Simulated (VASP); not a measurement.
Input of a VASP 6.6.1 run:

The input INCAR:

```
PREC = Accurate
ENCUT = 520
EDIFF = 1E-7
ISMEAR = -1
SIGMA = 0.05
LREAL = False
LASPH = True
NELM = 60
ALGO = Normal
ISIF = 2
LWAVE = False
LCHARG = False
GGA = PS
IVDW = 13
NBANDS = 17
```

The input KPOINTS:

```
regular mesh
0
Gamma
  7 7 7
```

The input POSCAR:

```
TePb
1.0
    3.8755826522      0.0000000000      0.0000000000
    0.0000000000      3.8755826522      0.0000000000
    0.0000000000      0.0000000000      3.8755826522
Pb Te
1 1
Direct
    0.0000000000      0.0000000000      0.0000000000
    0.5000000000      0.5000000000      0.5000000000
```

Potentials or basis: VASP PAW PBE potentials, release 64 (Pb_d, Te).

Run with:

```sh
$ cat potpaw_PBE.64/Pb_d/POTCAR potpaw_PBE.64/Te/POTCAR > POTCAR
$ mpirun -np 1 vasp_std > vasp.out
```

(1) Estimate the dispersion energy per atom.

(2) What does it give for the pressure?

(3) Estimate the band gap on the k mesh.

Answers

(1) -0.290 eV.

(2) -0.1 GPa.

(3) zero (bands 10 and 11 overlap by 1.06 eV).

Caveat: the PAW data sets were made with another functional, which shifts forces and pressure a little; spin-orbit coupling is left out, which moves the levels of the heavy elements.
